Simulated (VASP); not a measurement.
# TiAl3: single point with LDA

Crystal: TiAl3.

```
Ti Al
1.0
    -1.75085    1.82000    4.24176
     1.75085   -1.82000    4.24176
     1.75085    1.82000   -4.24176
Ti Al
1 3
Cartesian
  0.0000 0.0000 0.0000
  0.0000 0.0000 4.2418
  0.0000 1.8200 2.1209
  1.7509 0.0000 2.1209
```

This cell differs from its parent crystal: normal strain along x -0.0733, normal strain along y -0.0367.

```yaml
Program: VASP 6.6.1
Task: single point
Functional: LDA
Potentials_or_basis: VASP PAW LDA potentials, release 64 (Ti_sv, Al)
Cutoff: 520 eV
k_mesh: 14 × 14 × 14
Occupations: gaussian, width 0.15 eV
Spin: no spin polarisation
Dipole_correction: no
Further_INCAR_settings: ALGO = Fast; EDIFF = 1e-06; NBANDS = 18
```

| Property | Result |
| --- | --- |
| Pressure | 17.5 GPa |
| Largest force | 0.027 eV/Å |
| Band gap on the k mesh | zero (an odd number of electrons rules out a gap without spin polarisation) |

Forces in eV/Å, atoms in the order of the input:
```
Ti   0.000  0.000  0.000
Al   0.000  0.000  0.000
Al   0.000  0.000  0.027
Al   0.000  0.000 -0.027
```

Stress tensor (GPa, compression positive):
```
24.60  0.00  0.00
 0.00 20.91  0.00
 0.00  0.00  7.01
```

Levels at points of the mesh, in eV from the Fermi level:
| k point | band 8 | band 9 | band 10 | band 11 | band 12 | band 13 |
| --- | --- | --- | --- | --- | --- | --- |
| (0.00, 0.00, 0.00) | -1.65 | -1.43 | -0.86 | 1.06 | 2.12 | 2.22 |
| (0.50, 0.00, 0.00) | -3.26 | -0.78 | -0.57 | 0.80 | 2.11 | 2.97 |
| (0.00, 0.50, 0.00) | -3.03 | -1.19 | -0.60 | 0.60 | 2.38 | 2.55 |
| (0.50, 0.50, 0.00) | -4.16 | -2.57 | -2.45 | -1.32 | 2.17 | 2.59 |
| (0.50, 0.50, 0.50) | -0.86 | -0.38 | -0.08 | 0.68 | 0.91 | 1.16 |

It used 950 s of CPU time on 1 thread of Intel(R) Xeon(R) Platinum 8488C (Sapphire Rapids), with other jobs on the host.

Caveat: the cell differs from its parent crystal (normal strain along x -0.0733, normal strain along y -0.0367); the cell stands under pressure.
